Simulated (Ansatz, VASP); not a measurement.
# One calculation of BAs, two programs

The input INCAR:

```
SYSTEM = BAs
PREC     = Accurate       ! precision mode
ENCUT    = 500            ! plane-wave cutoff, eV
EDIFF    = 1E-6           ! SCF threshold, eV
ISMEAR   = 0              ! smearing method
SIGMA    = 0.02           ! smearing width, eV
LREAL    = .False.        ! projectors in reciprocal space
LASPH    = .True.         ! aspherical terms in the spheres
NELM     = 120            ! most SCF steps
ALGO     = Normal         ! electronic algorithm
ISIF     = 2              ! what is computed and relaxed
LWAVE    = .False.        ! write WAVECAR
LCHARG   = .True.         ! write CHGCAR
GGA      = PE             ! functional
LELF     = .True.         ! ELF
LVHAR    = .True.       
NBANDS   = 11             ! bands
GGA_COMPAT= .False.
```

The input KPOINTS:

```
Automatic mesh
0
Gamma
  10 10 10
  0 0 0
```

POSCAR

```
BAs
1.0
    0.0000000000      2.4046204900      2.4046204900
    2.4046204900      0.0000000000      2.4046204900
    2.4046204900      2.4046204900      0.0000000000
B As
1 1
Direct
    0.0000000000      0.0000000000      0.0000000000
    0.2500000000      0.2500000000      0.2500000000
```

Input for Ansatz:

```yaml
crystal:
  lattice:
    - [0.0, 2.40462049, 2.40462049]
    - [2.40462049, 0.0, 2.40462049]
    - [2.40462049, 2.40462049, 0.0]
  atoms:
    - { symbol: B, position: [0.0, 0.0, 0.0] }
    - { symbol: As, position: [0.25, 0.25, 0.25] }
basis:
  ecutwfc: 600.0
kpoints:
  mp_grid: { grid: [10, 10, 10] }
  band_path:
    path:
      - [[0.0, 0.0, 0.0], [-0.5, -0.5, 0.0], [-0.375, -0.375, 0.25]]
      - [[-0.375, 0.0, 0.375], [0.0, 0.0, 0.0], [0.0, 0.0, 0.5], [-0.5, -0.25, 0.25], [-0.5, -0.5, 0.0]]
    npoints: 10
hamiltonian:
  xc: pbe
  pseudopotentials: { kind: paw, azcp: { folder: soft_1 } }
scf:
  occupations: { method: gaussian, width: 0.02 }
  n_extra_bands: 7
output:
  forces: true
  stress: true
  eigenvalues: true
```

Alike in both runs: task single point; functional PBE; k mesh 10 × 10 × 10; occupations gaussian, width 0.02 eV; no spin polarisation.

|  | VASP | Ansatz |
| --- | --- | --- |
| version | VASP 6.6.1 | Ansatz 0.2.0 |
| potentials or method | VASP PAW PBE potentials, release 64 (B, As), cutoff 500 eV | scalar-relativistic, plane waves, PAW |
| valence electrons in the cell | 8 | 18 |

```csv
,VASP,Ansatz,Ansatz less VASP
gap on the k mesh at the Fermi level (eV),1.20,1.20,+0.008
least direct gap on the mesh (eV),3.25,3.25,+0.003
pressure (GPa),0.6,0.0,-0.60
```

VASP's potentials hold 8 valence electrons a cell and Ansatz's 18, so a difference there can come from the potentials and not from the codes.
